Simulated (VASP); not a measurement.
# Na (Im-3m) in VASP: further runs

Na is run at these levels: PBEsol; tasks: single point, relaxation of cell and atoms.

Program: VASP 6.6.1. These are calculated values, not measurements. Logs are shortened: lines on timing, memory, paths and dates and some standing lists are left out, and cuts for length are marked.

## (1) The cell of the first run

The structure is cubic, space group Im-3m (No. 229). The conventional cell has a = 4.170 Å, b = 4.170 Å, c = 4.170 Å, α = 90.00°, β = 90.00°, γ = 90.00°. Na (site symmetry m-3m) has 14 Na at 3.61 to 4.17 Å within 4.7 Å.

## (2) Single point, PBEsol

Contents of INCAR:

```
SYSTEM = Na
ALGO = Normal
EDIFF = 1E-6
ENCUT = 500
GGA = PS
GGA_COMPAT = .False.
ISIF = 2
ISMEAR = -1
LASPH = .True.
LCHARG = .True.
LELF = .True.
LREAL = .False.
LVHAR = .True.
LWAVE = .False.
NBANDS = 10
NELM = 120
PREC = Accurate
SIGMA = 0.05
```

Contents of KPOINTS:

```
k-points
0
Gamma
  7 7 7
  0 0 0
```

Contents of POSCAR:

```
Na
1.0
    2.0848633946      2.0848633946      2.0848633946
   -2.0848633946      2.0848633946      2.0848633946
   -2.0848633946     -2.0848633946      2.0848633946
Na
1
Direct
    0.0000000000      0.0000000000      0.0000000000
```

Potentials or basis: VASP PAW PBE potentials, release 64 (Na_pv).

Launch:

```sh
cat potpaw_PBE.64/Na_pv/POTCAR > POTCAR
mpirun -np 1 vasp_std > vasp.out
```

OUTCAR:

```text
SYSTEM = Na
   EDIFF = 1E-6
   ENCUT = 500
   GGA = PS
   ISIF = 2
   ISMEAR = -1
   LASPH = .True.
   LREAL = .False.
   NELM = 120
   PREC = Accurate

 ion  position               nearest neighbor table
   1  0.000  0.000  0.000-

  LATTYP: Found a body centered cubic cell.
 ALAT       =     4.1697267892

  Lattice vectors:

 A1 = (   2.0848633946,  -2.0848633946,  -2.0848633946)
 A2 = (   2.0848633946,   2.0848633946,   2.0848633946)
 A3 = (  -2.0848633946,  -2.0848633946,   2.0848633946)

Analysis of symmetry for initial positions (statically):
=====================================================================
 Subroutine PRICEL returns:
 Original cell was already a primitive cell.

 Routine SETGRP: Setting up the symmetry group for a
 body centered cubic supercell.

 Subroutine GETGRP returns: Found 48 space group operations
 (whereof 48 operations were pure point group operations)
 out of a pool of 48 trial point group operations.

The static configuration has the point symmetry O_h .

Analysis of symmetry for dynamics (positions and initial velocities):
=====================================================================
 Subroutine PRICEL returns:
 Original cell was already a primitive cell.

 Routine SETGRP: Setting up the symmetry group for a
 body centered cubic supercell.

 Subroutine GETGRP returns: Found 48 space group operations
 (whereof 48 operations were pure point group operations)
 out of a pool of 48 trial point group operations.

The dynamic configuration has the point symmetry O_h .

 Subroutine INISYM returns: Found 48 space group operations
 (whereof 48 operations are pure point group operations),
 and found     1 'primitive' translations

----------------------------------------------------------------------------------------

                                     Primitive cell

  volume of cell :      36.2487

  direct lattice vectors                    reciprocal lattice vectors
     2.084863395  2.084863395  2.084863395     0.239823866  0.000000000  0.239823866
    -2.084863395  2.084863395  2.084863395    -0.239823866  0.239823866  0.000000000
    -2.084863395 -2.084863395  2.084863395     0.000000000 -0.239823866  0.239823866

  length of vectors
     3.611089326  3.611089326  3.611089326     0.339162164  0.339162164  0.339162164

  position of ions in fractional coordinates (direct lattice)
     0.000000000  0.000000000  0.000000000

  ion indices of the primitive-cell ions
   primitive index   ion index
                 1           1

----------------------------------------------------------------------------------------

 KPOINTS: k-points

Automatic generation of k-mesh.
 Grid dimensions read from file:
 generate k-points for:    7    7    7

 Generating k-lattice:

  Cartesian coordinates                     Fractional coordinates (reciprocal lattice)
     0.034260552  0.000000000  0.034260552     0.142857143  0.000000000  0.000000000
    -0.034260552  0.034260552  0.000000000     0.000000000  0.142857143  0.000000000
     0.000000000 -0.034260552  0.034260552     0.000000000  0.000000000  0.142857143

  Length of vectors
     0.048451738  0.048451738  0.048451738

  Shift w.r.t. Gamma in fractional coordinates (k-lattice)
     0.000000000  0.000000000  0.000000000

 Subroutine IBZKPT returns following result:
 ===========================================

 Found     20 irreducible k-points:

 Following reciprocal coordinates:
            Coordinates               Weight
  0.000000  0.000000  0.000000      1.000000
  0.142857  0.000000  0.000000     12.000000
  0.285714  0.000000  0.000000     12.000000
  0.428571  0.000000  0.000000     12.000000
  0.285714  0.142857  0.000000     24.000000
  0.428571  0.142857 -0.000000     48.000000
[... 12 lines left out ...]
 -0.428571  0.428571  0.285714      8.000000
  0.428571  0.428571  0.428571      6.000000
   k-points           NKPTS =     20   k-points in BZ     NKDIM =     20   number of bands    NBANDS=     10
   number of dos      NEDOS =    301   number of ions     NIONS =      1
   total plane-waves  NPLWV =  21952
   dimension x,y,z NGX =    28 NGY =   28 NGZ =   28
   dimension x,y,z NGXF=    56 NGYF=   56 NGZF=   56
   ions per type =               1
   NGX,Y,Z   is equivalent  to a cutoff of  12.89, 12.89, 12.89 a.u.
   NGXF,Y,Z  is equivalent  to a cutoff of  25.78, 25.78, 25.78 a.u.
 SYSTEM =  Na
   PREC   = accura    normal or accurate (medium, high low for compatibility)
   ISTART =      0    job   : 0-new  1-cont  2-samecut
   ICHARG =      2    charge: 1-file 2-atom 10-const
   ISPIN  =      1    spin polarized calculation?
   LNONCOLLINEAR =      F non collinear calculations
   LSORBIT =      F    spin-orbit coupling
   LASPH  =      T    aspherical Exc in radial PAW
   ENCUT  =  500.0 eV  36.75 Ry    6.06 a.u.   6.58  6.58  6.58*2*pi/ulx,y,z
   NELM   =    120;   NELMIN=  2; NELMDL= -5     # of ELM steps
   EDIFF  = 0.1E-05   stopping-criterion for ELM
   LREAL  =      F    real-space projection
   EDIFFG = 0.1E-04   stopping-criterion for IOM
   NSW    =      0    number of steps for IOM
   IBRION =     -1    ionic relax: 0-MD 1-quasi-New 2-CG
   NFREE  =      0    steps in history (QN), initial steepest desc. (CG)
   ISIF   =      2    stress and relaxation
   ISYM   =      2    0-nonsym 1-usesym 2-fastsym
   POTIM  = 0.5000    time-step for ionic-motion
   TEBEG  =    0.0;   TEEND  =   0.0 temperature during run
   PSTRESS=    0.0 pullay stress
   NELECT =       7.0000    total number of electrons
   NUPDOWN=      -1.0000    fix difference up-down
   EMIN   =  10.00;   EMAX   =-10.00  energy-range for DOS
   EFERMI =   0.00;   METHOD = LEGACY
   ISMEAR =    -1;   SIGMA  =   0.05  broadening in eV -4-tet -1-fermi 0-gaus
   EFERMI_NEDOS =   21; number of points for ismear=-14 and -15
   IALGO  =     38    algorithm
   IMIX   =      4    mixing-type and parameters
     AMIX     =   0.40;   BMIX     =  1.00
     AMIX_MAG =   1.60;   BMIX_MAG =  1.00
  volume/ion in A,a.u.               =      36.25       244.62
  Fermi-wavevector in a.u.,A,eV,Ry     =   0.946259  1.788170 12.182733  0.895406
  Thomas-Fermi vector in A             =   2.074239
   LORBIT       =      0    0 simple, 1 ext, 2 COOP (PROOUT), +10 PAW based schemes
   GGA     = PS    functional components
   LHFCALC =     F    Hartree Fock is set to
   AEXX    =    0.0000 exact exchange contribution
   IVDW    =     0    specifies the selected vdW correction
   LEPSILON=     F    determine dielectric tensor
   LRPA    =     F    only Hartree local field effects (RPA)
 non-spin polarized calculation
  energy-cutoff  :      500.00
  volume of cell :       36.25
 maximum number of plane-waves:       939
   NGX = 13   NGY = 13   NGZ = 13

 number of electron       6.9999995 magnetization

 Free energy of the ion-electron system (eV)
  ---------------------------------------------------
  ext. energy  EPLUGINS =         0.00000000
  ---------------------------------------------------
  free energy    TOTEN  =        -1.40321388 eV

  energy without entropy =       -1.39838975  energy(sigma->0) =       -1.40080181

 E-fermi :   0.3142     XC(G=0):  -6.5607

 val. band max:        0.2314262912   @ k =   0.4286   0.2857   0.1429
 cond. band min:       0.5685408439   @ k =   0.4286   0.1429   0.1429
 fundamental gap:      0.3371145528
 Fermi energy:         0.3142255038

 k-point     1 :       0.0000    0.0000    0.0000
  band No.  band energies     occupation
      1     -24.3979      2.00000
      2     -24.3979      2.00000
      3     -24.3979      2.00000
      4      -2.9558      2.00000
      5      12.2480      0.00000
      6      12.2480      0.00000
      7      12.2480      0.00000
      8      13.2662      0.00000
      9      13.2662      0.00000
     10      13.8179      0.00000

 k-point     2 :       0.1429    0.0000    0.0000
  band No.  band energies     occupation
      1     -24.4054      2.00000
      2     -24.4004      2.00000
      3     -24.3979      2.00000
      4      -2.5913      2.00000
      5       9.1506      0.00000
      6      10.7944      0.00000
      7      11.2982      0.00000
      8      11.6951      0.00000
      9      12.4578      0.00000
     10      14.3154      0.00000

 k-point     3 :       0.2857    0.0000    0.0000
  band No.  band energies     occupation
      1     -24.4219      2.00000
      2     -24.4060      2.00000
      3     -24.3979      2.00000
      4      -1.5138      2.00000
      5       5.6317      0.00000
      6       9.4406      0.00000
      7      10.2748      0.00000
      8      10.4555      0.00000
      9      11.6074      0.00000
     10      15.2024      0.00000

 k-point     4 :       0.4286    0.0000    0.0000
  band No.  band energies     occupation
      1     -24.4351      2.00000
      2     -24.4105      2.00000
      3     -24.3979      2.00000
      4       0.2275      1.70014
      5       2.6685      0.00000
      6       8.7501      0.00000
      7       9.7458      0.00000
      8       9.8365      0.00000
      9      11.0033      0.00000
     10      16.3991      0.00000
[... 170 lines left out ...]
 k-point    18 :       0.4286    0.2857    0.2857
  band No.  band energies     occupation
      1     -24.4289      2.00000
      2     -24.4196      2.00000
      3     -24.4155      2.00000
      4       1.5785      0.00000
      5       3.9519      0.00000
      6       6.0955      0.00000
      7       6.7130      0.00000
      8       8.9599      0.00000
      9      11.6011      0.00000
     10      14.9948      0.00000

 k-point    19 :      -0.4286    0.4286    0.2857
  band No.  band energies     occupation
      1     -24.4266      2.00000
      2     -24.4266      2.00000
      3     -24.4167      2.00000
      4       3.3112      0.00000
      5       3.3112      0.00000
      6       4.3794      0.00000
      7       7.9522      0.00000
      8       7.9522      0.00000
      9      10.1150      0.00000
     10      15.2761      0.00000

 k-point    20 :       0.4286    0.4286    0.4286
  band No.  band energies     occupation
      1     -24.4259      2.00000
      2     -24.4247      2.00000
      3     -24.4247      2.00000
      4       3.2050      0.00000
      5       5.0970      0.00000
      6       5.4865      0.00000
      7       5.4865      0.00000
      8       6.6689      0.00000
      9       9.1684      0.00000
     10      18.4609      0.00000

------------------------ aborting loop because EDIFF is reached ----------------------------------------

  FORCE on cell =-STRESS in cart. coord.  units (eV):
  Direction    XX          YY          ZZ          XY          YZ          ZX
  --------------------------------------------------------------------------------------
  -------------------------------------------------------------------------------------
  Total       -0.0072176     -0.0072176     -0.0072176     -0.0000000     -0.0000000      0.0000000
  in kB       -0.3190127     -0.3190127     -0.3190127     -0.0000000     -0.0000000      0.0000000
  external PRESSURE =      -0.3190127 kB  Pullay stress =       0.0000000 kB

 VOLUME and BASIS-vectors are now :
 -----------------------------------------------------------------------------
  energy-cutoff  :      500.00
  volume of cell :       36.25
      direct lattice vectors                 reciprocal lattice vectors
     2.084863395  2.084863395  2.084863395     0.239823866  0.000000000  0.239823866
    -2.084863395  2.084863395  2.084863395    -0.239823866  0.239823866  0.000000000
    -2.084863395 -2.084863395  2.084863395     0.000000000 -0.239823866  0.239823866

 POSITION                                       TOTAL-FORCE (eV/Angst)
 -----------------------------------------------------------------------------------
      0.00000      0.00000      0.00000         0.000000      0.000000     -0.000000
 -----------------------------------------------------------------------------------
    total drift:                               -0.000000     -0.000000     -0.000000

  FREE ENERGIE OF THE ION-ELECTRON SYSTEM (eV)
  ---------------------------------------------------
  free  energy   TOTEN  =        -1.4032138753 eV

  energy  without entropy=       -1.3983897471  energy(sigma->0) =       -1.40080181
```

It took 9.6 s on 1 thread of Intel Xeon 8259CL, shared host; peak memory 0.14 GiB.

Results:

```yaml
Free_energy: -1.4032 eV
Pressure: 0.0 GPa
```

Levels at points of the mesh, in eV from the Fermi level:
```csv
k point,band 2,band 3,band 4,band 5,band 6,band 7
"(0.00, 0.00, 0.00)",-24.71,-24.71,-3.27,11.93,11.93,11.93
```

Caveat: the PAW data sets were made with another functional, which shifts forces and pressure a little.

## (3) Relaxation of cell and atoms, PBEsol

This run uses another cell than the first one, of 39.20 Å³/atom, 1.081 times its volume.

Contents of INCAR:

```
  ALGO = Normal
  EDIFF = 1E-7
  EDIFFG = -0.02
  ENCUT = 500
  GGA = PS
  GGA_COMPAT = F
  IBRION = 2
  ISIF = 3
  ISMEAR = -1
  LASPH = T
  LCHARG = F
  LREAL = F
  LWAVE = F
  NELM = 120
  NELMIN = 4
  NSW = 80
  PREC = Accurate
  SIGMA = 0.05
```

Contents of KPOINTS:

```
k-points
0
Gamma
  7 7 7
```

Contents of POSCAR:

```
Na
1.0
    2.1400000000      2.1400000000      2.1400000000
   -2.1400000000      2.1400000000      2.1400000000
   -2.1400000000     -2.1400000000      2.1400000000
Na
1
Direct
    0.0000000000      0.0000000000      0.0000000000
```

Potentials or basis: VASP PAW PBE potentials, release 64 (Na_pv).

Launch:

```sh
cat potpaw_PBE.64/Na_pv/POTCAR > POTCAR
mpirun -np 1 vasp_std > vasp.out
```

Wall time 20 s (1 thread of Intel Xeon 8259CL, shared host); peak memory 0.15 GiB.

The run converged. Its results:

```
Free energy                            : -1.4034 eV
Relaxed volume                         : 36.22 Å³/atom
Relaxed cell                           : a = 3.610 Å, b = 3.610 Å, c = 3.610 Å, α = 70.53°, β = 109.47°, γ = 70.53°
Space group after relaxing (to 0.05 Å) : Im-3m (No. 229)
Energy gained by relaxing              : 5.3 meV/atom
Ionic steps                            : 3
Pressure after relaxing                : 0.0 GPa
```

Step by step:
```
step  energy change (eV)  largest force (eV/Å)  pressure (GPa)  volume (Å³)
   1              0.0000                0.0000           -0.55        39.20
   2             -0.0023                0.0000           -0.43        38.44
   3             -0.0053                0.0000            0.00        36.22
```

Final structure:
```yaml
crystal:
  lattice:
    - [2.08435, 2.08435, 2.08435]
    - [-2.08435, 2.08435, 2.08435]
    - [-2.08435, -2.08435, 2.08435]
  atoms:
    - { symbol: Na, position: [0.00000, 0.00000, 0.00000] }
```

Levels at points of the mesh, in eV from the Fermi level:
| k point | band 1 | band 2 | band 3 | band 4 | band 5 | band 6 | band 7 |
| --- | --- | --- | --- | --- | --- | --- | --- |
| (0.00, 0.00, 0.00) | -24.71 | -24.71 | -24.71 | -3.27 | 11.94 | 11.94 | 11.94 |

Caveat: the PAW data sets were made with another functional, which shifts forces and pressure a little.
